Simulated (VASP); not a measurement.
# C in VASP: a series of runs

C is run at these levels: PBEsol; tasks: single point, relaxation of cell and atoms.

All numbers are computed with VASP 6.6.1; they aren't measurements. Logs are shortened: lines on timing, memory, paths and dates and some standing lists are left out, and cuts for length are marked.

## 1. The cell of the first run

It takes space group P6_3mc (No. 186, hexagonal). Conventional cell: a = 2.456 Å, b = 2.456 Å, c = 29.492 Å, α = 90.00°, β = 90.00°, γ = 120.00°. Within 1.9 Å of C (site symmetry 3m) lie 3 C at 1.42 Å. Within 1.9 Å of C (site symmetry 3m) lie 3 C at 1.42 Å. C (site symmetry 3m) has 3 C at 1.42 Å within 1.9 Å. Within 1.9 Å of C (site symmetry 3m) lie 3 C at 1.42 Å. Within 1.9 Å of C (site symmetry 3m) lie 3 C at 1.42 Å. C (site symmetry 3m) has 3 C at 1.42 Å within 1.9 Å.

## 2. Single point, PBEsol

INCAR

```
SYSTEM = C
PREC     = Accurate       ! precision mode
ENCUT    = 520            ! plane-wave cutoff, eV
EDIFF    = 1E-6           ! SCF threshold, eV
ISMEAR   = 0              ! smearing method
SIGMA    = 0.1            ! smearing width, eV
LREAL    = .FALSE.        ! projectors in reciprocal space
LASPH    = .TRUE.         ! aspherical terms in the spheres
NELM     = 80             ! most SCF steps
ALGO     = Normal         ! electronic algorithm
ISIF     = 2              ! what is computed and relaxed
LWAVE    = .FALSE.        ! write WAVECAR
LCHARG   = .FALSE.        ! write CHGCAR
GGA      = PS             ! functional
NBANDS   = 36             ! bands
```

KPOINTS

```
Automatic mesh
0
G
  9 9 1
  0 0 0
```

POSCAR

```
C
1.0
    2.4562499605      0.0000000000      0.0000000000
   -1.2281249803      2.1271748638      0.0000000000
    0.0000000000      0.0000000000     29.4918787000
C
12
Direct
    0.6666666700      0.3333333300      0.9983718000
    0.6666666700      0.3333333300      0.4983719100
    0.6666666700      0.3333333300      0.7327879500
    0.6666666700      0.3333333300      0.2327903300
    0.0000000000      0.0000000000      0.6158379900
    0.3333333300      0.6666666700      0.2327879500
    0.0000000000      0.0000000000      0.1158379900
    0.6666666700      0.3333333300      0.6158400100
    0.3333333300      0.6666666700      0.7327903300
    0.3333333300      0.6666666700      0.1158400100
    0.3333333300      0.6666666700      0.4983718000
    0.3333333300      0.6666666700      0.9983719100
```

Potentials or basis: VASP PAW PBE potentials, release 64 (C).

The run is started by

```
cat potpaw_PBE.64/C/POTCAR > POTCAR
mpirun -np 1 vasp_std > vasp.out
```

OUTCAR:

```text
SYSTEM = C
   PREC = Accurate
   ENCUT = 520
   EDIFF = 1E-6
   ISMEAR = 0
   LREAL = .FALSE.
   LASPH = .TRUE.
   NELM = 80
   ISIF = 2
   GGA = PS

 ion  position               nearest neighbor table
   1  0.667  0.333  0.998-  12 1.42  12 1.42  12 1.42
   2  0.667  0.333  0.498-  11 1.42  11 1.42  11 1.42
   3  0.667  0.333  0.733-   9 1.42   9 1.42   9 1.42
   4  0.667  0.333  0.233-   6 1.42   6 1.42   6 1.42
   5  0.000  0.000  0.616-   8 1.42   8 1.42   8 1.42
   6  0.333  0.667  0.233-   4 1.42   4 1.42   4 1.42
   7  0.000  0.000  0.116-  10 1.42  10 1.42  10 1.42
   8  0.667  0.333  0.616-   5 1.42   5 1.42   5 1.42
   9  0.333  0.667  0.733-   3 1.42   3 1.42   3 1.42
  10  0.333  0.667  0.116-   7 1.42   7 1.42   7 1.42
  11  0.333  0.667  0.498-   2 1.42   2 1.42   2 1.42
  12  0.333  0.667  0.998-   1 1.42   1 1.42   1 1.42

  LATTYP: Found a hexagonal cell.
 ALAT       =     2.4562499605
 C/A-ratio  =    12.0068719285

  Lattice vectors:

 A1 = (   2.4562499605,   0.0000000000,   0.0000000000)
 A2 = (  -1.2281249803,   2.1271748638,   0.0000000000)
 A3 = (   0.0000000000,   0.0000000000,  29.4918787000)

Analysis of symmetry for initial positions (statically):
=====================================================================
 Subroutine PRICEL returns:
 Original cell was already a primitive cell.

 Routine SETGRP: Setting up the symmetry group for a
 hexagonal supercell.

 Subroutine GETGRP returns: Found 12 space group operations
 (whereof  6 operations were pure point group operations)
 out of a pool of 24 trial point group operations.

The static configuration has the point symmetry C_3v.
 The point group associated with its full space group is C_6v.

Analysis of symmetry for dynamics (positions and initial velocities):
=====================================================================
 Subroutine PRICEL returns:
 Original cell was already a primitive cell.

 Routine SETGRP: Setting up the symmetry group for a
 hexagonal supercell.

 Subroutine GETGRP returns: Found 12 space group operations
 (whereof  6 operations were pure point group operations)
 out of a pool of 24 trial point group operations.

The dynamic configuration has the point symmetry C_3v.
 The point group associated with its full space group is C_6v.

 Subroutine INISYM returns: Found 12 space group operations
 (whereof  6 operations are pure point group operations),
 and found     1 'primitive' translations

----------------------------------------------------------------------------------------

                                     Primitive cell

  volume of cell :     154.0913

  direct lattice vectors                    reciprocal lattice vectors
     2.456249961  0.000000000  0.000000000     0.407124688  0.235053549  0.000000000
    -1.228124980  2.127174864  0.000000000     0.000000000  0.470107097  0.000000000
     0.000000000  0.000000000 29.491878700     0.000000000  0.000000000  0.033907640

  length of vectors
     2.456249961  2.456249960 29.491878700     0.470107097  0.470107097  0.033907640

  position of ions in fractional coordinates (direct lattice)
     0.666666670  0.333333330  0.998371800
     0.666666670  0.333333330  0.498371910
     0.666666670  0.333333330  0.732787950
     0.666666670  0.333333330  0.232790330
     0.000000000  0.000000000  0.615837990
     0.333333330  0.666666670  0.232787950
     0.000000000  0.000000000  0.115837990
     0.666666670  0.333333330  0.615840010
     0.333333330  0.666666670  0.732790330
     0.333333330  0.666666670  0.115840010
     0.333333330  0.666666670  0.498371800
     0.333333330  0.666666670  0.998371910

  ion indices of the primitive-cell ions
   primitive index   ion index
                 1           1
                 2           2
                 3           3
                 4           4
                 5           5
                 6           6
                 7           7
                 8           8
                 9           9
                10          10
                11          11
                12          12

----------------------------------------------------------------------------------------

 KPOINTS: Automatic mesh

Automatic generation of k-mesh.
 Grid dimensions read from file:
 generate k-points for:    9    9    1

 Generating k-lattice:

  Cartesian coordinates                     Fractional coordinates (reciprocal lattice)
     0.045236076  0.026117061  0.000000000     0.111111111  0.000000000  0.000000000
     0.000000000  0.052234122  0.000000000     0.000000000  0.111111111  0.000000000
     0.000000000  0.000000000  0.033907640     0.000000000  0.000000000  1.000000000

  Length of vectors
     0.052234122  0.052234122  0.033907640

  Shift w.r.t. Gamma in fractional coordinates (k-lattice)
     0.000000000  0.000000000  0.000000000

 Subroutine IBZKPT returns following result:
 ===========================================

 Found     12 irreducible k-points:

 Following reciprocal coordinates:
            Coordinates               Weight
  0.000000  0.000000  0.000000      1.000000
  0.111111  0.000000  0.000000      6.000000
  0.222222 -0.000000  0.000000      6.000000
  0.333333 -0.000000  0.000000      6.000000
  0.444444 -0.000000  0.000000      6.000000
  0.111111  0.111111  0.000000      6.000000
  0.222222  0.111111  0.000000     12.000000
  0.333333  0.111111  0.000000     12.000000
  0.444444  0.111111  0.000000      6.000000
  0.222222  0.222222  0.000000      6.000000
  0.333333  0.222222  0.000000     12.000000
  0.333333  0.333333  0.000000      2.000000
   k-points           NKPTS =     12   k-points in BZ     NKDIM =     12   number of bands    NBANDS=     36
   number of dos      NEDOS =    301   number of ions     NIONS =     12
   total plane-waves  NPLWV =  72576
   dimension x,y,z NGX =    18 NGY =   18 NGZ =  224
   dimension x,y,z NGXF=    36 NGYF=   36 NGZF=  448
   ions per type =              12
   NGX,Y,Z   is equivalent  to a cutoff of  12.18, 12.18, 12.63 a.u.
   NGXF,Y,Z  is equivalent  to a cutoff of  24.37, 24.37, 25.25 a.u.
 SYSTEM =  C
   PREC   = accura    normal or accurate (medium, high low for compatibility)
   ISTART =      0    job   : 0-new  1-cont  2-samecut
   ICHARG =      2    charge: 1-file 2-atom 10-const
   ISPIN  =      1    spin polarized calculation?
   LNONCOLLINEAR =      F non collinear calculations
   LSORBIT =      F    spin-orbit coupling
   LASPH  =      T    aspherical Exc in radial PAW
   ENCUT  =  520.0 eV  38.22 Ry    6.18 a.u.   4.57  4.57 54.84*2*pi/ulx,y,z
   NELM   =     80;   NELMIN=  2; NELMDL= -5     # of ELM steps
   EDIFF  = 0.1E-05   stopping-criterion for ELM
   LREAL  =      F    real-space projection
   EDIFFG = 0.1E-04   stopping-criterion for IOM
   NSW    =      0    number of steps for IOM
   IBRION =     -1    ionic relax: 0-MD 1-quasi-New 2-CG
   NFREE  =      0    steps in history (QN), initial steepest desc. (CG)
   ISIF   =      2    stress and relaxation
   ISYM   =      2    0-nonsym 1-usesym 2-fastsym
   POTIM  = 0.5000    time-step for ionic-motion
   TEBEG  =    0.0;   TEEND  =   0.0 temperature during run
   PSTRESS=    0.0 pullay stress
   NELECT =      48.0000    total number of electrons
   NUPDOWN=      -1.0000    fix difference up-down
   EMIN   =  10.00;   EMAX   =-10.00  energy-range for DOS
   EFERMI =   0.00;   METHOD = LEGACY
   ISMEAR =     0;   SIGMA  =   0.10  broadening in eV -4-tet -1-fermi 0-gaus
   EFERMI_NEDOS =   21; number of points for ismear=-14 and -15
   IALGO  =     38    algorithm
   IMIX   =      4    mixing-type and parameters
     AMIX     =   0.40;   BMIX     =  1.00
     AMIX_MAG =   1.60;   BMIX_MAG =  1.00
  volume/ion in A,a.u.               =      12.84        86.65
  Fermi-wavevector in a.u.,A,eV,Ry     =   1.109760  2.097143 16.756498  1.231568
  Thomas-Fermi vector in A             =   2.246304
   LORBIT       =      0    0 simple, 1 ext, 2 COOP (PROOUT), +10 PAW based schemes
   GGA     = PS    functional components
   LHFCALC =     F    Hartree Fock is set to
   AEXX    =    0.0000 exact exchange contribution
   IVDW    =     0    specifies the selected vdW correction
   LEPSILON=     F    determine dielectric tensor
   LRPA    =     F    only Hartree local field effects (RPA)
 non-spin polarized calculation
 Gauss-broadening in eV      SIGMA  =   0.10
  energy-cutoff  :      520.00
  volume of cell :      154.09
 maximum number of plane-waves:      4210
   NGX =  9   NGY =  9   NGZ =109

 number of electron      47.9999986 magnetization

 Free energy of the ion-electron system (eV)
  ---------------------------------------------------
  ext. energy  EPLUGINS =         0.00000000
  ---------------------------------------------------
  free energy    TOTEN  =      -115.65679231 eV

  energy without entropy =     -115.64567161  energy(sigma->0) =     -115.65123196

 E-fermi :   1.8273     XC(G=0):  -7.7203

 val. band max:        1.8272197439   @ k =   0.3333   0.3333   0.0000
 cond. band min:       1.8345988719   @ k =   0.3333   0.3333   0.0000
 fundamental gap:      0.0073791280
 Fermi energy:         1.8272640024

 k-point     1 :       0.0000    0.0000    0.0000
  band No.  band energies     occupation
      1     -17.8169      2.00000
      2     -17.8169      2.00000
      3     -17.7379      2.00000
      4     -17.7378      2.00000
      5     -17.6443      2.00000
      6     -17.6443      2.00000
[... 28 lines left out ...]
     35      10.2108      0.00000
     36      10.2238      0.00000
[... 398 lines left out ...]
      6     -10.7258      2.00000
[... 28 lines left out ...]
     35      12.4678      0.00000
     36      12.5036      0.00000

------------------------ aborting loop because EDIFF is reached ----------------------------------------

  FORCE on cell =-STRESS in cart. coord.  units (eV):
  Direction    XX          YY          ZZ          XY          YZ          ZX
  --------------------------------------------------------------------------------------
  -------------------------------------------------------------------------------------
  Total        1.6659573      1.6659573      0.1231668     -0.0000000      0.0000000      0.0000000
  in kB       17.3219286     17.3219286      1.2806373     -0.0000000      0.0000000      0.0000000
  external PRESSURE =      11.9748315 kB  Pullay stress =       0.0000000 kB

 VOLUME and BASIS-vectors are now :
 -----------------------------------------------------------------------------
  energy-cutoff  :      520.00
  volume of cell :      154.09
      direct lattice vectors                 reciprocal lattice vectors
     2.456249961  0.000000000  0.000000000     0.407124688  0.235053549  0.000000000
    -1.228124980  2.127174864  0.000000000     0.000000000  0.470107097  0.000000000
     0.000000000  0.000000000 29.491878700     0.000000000  0.000000000  0.033907640

 POSITION                                       TOTAL-FORCE (eV/Angst)
 -----------------------------------------------------------------------------------
      1.22812      0.70906     29.44386         0.000000      0.000000     -0.017167
      1.22812      0.70906     14.69792         0.000000     -0.000000      0.005174
      1.22812      0.70906     21.61129         0.000000     -0.000000     -0.003494
      1.22812      0.70906      6.86542        -0.000000     -0.000000      0.017900
      0.00000      0.00000     18.16222         0.000000      0.000000     -0.000863
     -0.00000      1.41812      6.86535        -0.000000      0.000000     -0.003494
      0.00000      0.00000      3.41628        -0.000000      0.000000     -0.000863
      1.22812      0.70906     18.16228         0.000000      0.000000     -0.001551
     -0.00000      1.41812     21.61136         0.000000      0.000000      0.017900
     -0.00000      1.41812      3.41634        -0.000000      0.000000     -0.001551
     -0.00000      1.41812     14.69792         0.000000     -0.000000     -0.017167
     -0.00000      1.41812     29.44386        -0.000000      0.000000      0.005174
 -----------------------------------------------------------------------------------
    total drift:                               -0.000000     -0.000000      0.000429

  FREE ENERGIE OF THE ION-ELECTRON SYSTEM (eV)
  ---------------------------------------------------
  free  energy   TOTEN  =      -115.6567923138 eV

  energy  without entropy=     -115.6456716096  energy(sigma->0) =     -115.65123196
```

Run time: 44 s. Hardware: 1 thread of Intel Xeon 6975P-C (Granite Rapids), shared host; peak memory 0.25 GiB.

Results:

```
Free energy   : -115.6568 eV
Pressure      : 1.2 GPa
Largest force : 0.018 eV/Å
```

Forces in eV/Å, atoms in the order of the input:
```
C    0.000  0.000 -0.017
C    0.000  0.000  0.005
C    0.000  0.000 -0.003
C    0.000  0.000  0.018
C    0.000  0.000 -0.001
C    0.000  0.000 -0.003
C    0.000  0.000 -0.001
C    0.000  0.000 -0.002
C    0.000  0.000  0.018
C    0.000  0.000 -0.002
C    0.000  0.000 -0.017
C    0.000  0.000  0.005
```

Levels at points of the mesh, in eV from the Fermi level:
```
           k point  band 21  band 22  band 23  band 24  band 25  band 26  band 27  band 28
(0.00, 0.00, 0.00)    -2.97    -2.97    -2.97    -2.97     3.22     3.41     3.93     4.62
```

Caveat: the PAW data sets were made with another functional, which shifts forces and pressure a little.

## 3. Single point, PBEsol

This run uses another cell than the first one: it holds 4 atoms, not 12.

INCAR

```
PREC = Accurate ; ENCUT = 520
EDIFF = 1E-6 ; ISMEAR = 0
SIGMA = 0.1 ; LREAL = F
LASPH = T ; NELM = 100
ALGO = Normal ; ISIF = 2
LWAVE = F ; LCHARG = T
GGA = PS ; LELF = T
LVHAR = T ; NBANDS = 16
```

KPOINTS

```
Automatic mesh
0
Gamma
  21 21 6
```

POSCAR

```
C
1.0
    2.4588792268      0.0000000000      0.0000000000
   -1.2294396134      2.1294518752      0.0000000000
    0.0000000000      0.0000000000      7.3070295267
C
4
Direct
    0.0000000000      0.0000000000      0.2500000000
    0.0000000000      0.0000000000      0.7500000000
    0.3333333333      0.6666666667      0.2500000000
    0.6666666667      0.3333333333      0.7500000000
```

Potentials or basis: VASP PAW PBE potentials, release 64 (C).

The run is started by

```
cat potpaw_PBE.64/C/POTCAR > POTCAR
mpirun -np 1 vasp_std > vasp.out
```

Wall time 97 s (1 thread of Intel Xeon Platinum 8488C (Sapphire Rapids), shared host); peak memory 0.2 GiB.

Results (log left out):

```yaml
Free_energy: -38.5802 eV
Pressure: 0.6 GPa
Band_gap_on_the_k_mesh: zero (band 8 reaches 3.93 eV, above the bottom of band 9 at 3.92 eV)
```

Stress tensor (GPa, compression positive):
```
 0.97  0.00  0.00
 0.00  0.97  0.00
 0.00  0.00 -0.11
```

Levels at points of the mesh, in eV from the Fermi level:
```tsv
k point	band 5	band 6	band 7	band 8	band 9	band 10	band 11	band 12
(0.00, 0.00, 0.00)	-2.99	-2.99	-2.98	-2.98	3.48	8.35	8.35	8.37
(0.00, 0.00, 0.50)	-2.99	-2.99	-2.99	-2.99	5.53	5.53	8.36	8.36
```

Caveat: the PAW data sets were made with another functional, which shifts forces and pressure a little; this functional lacks dispersion, which binds the layers, so the pressure and a relaxed spacing across them are unreliable.

[end of part 1 of 2]
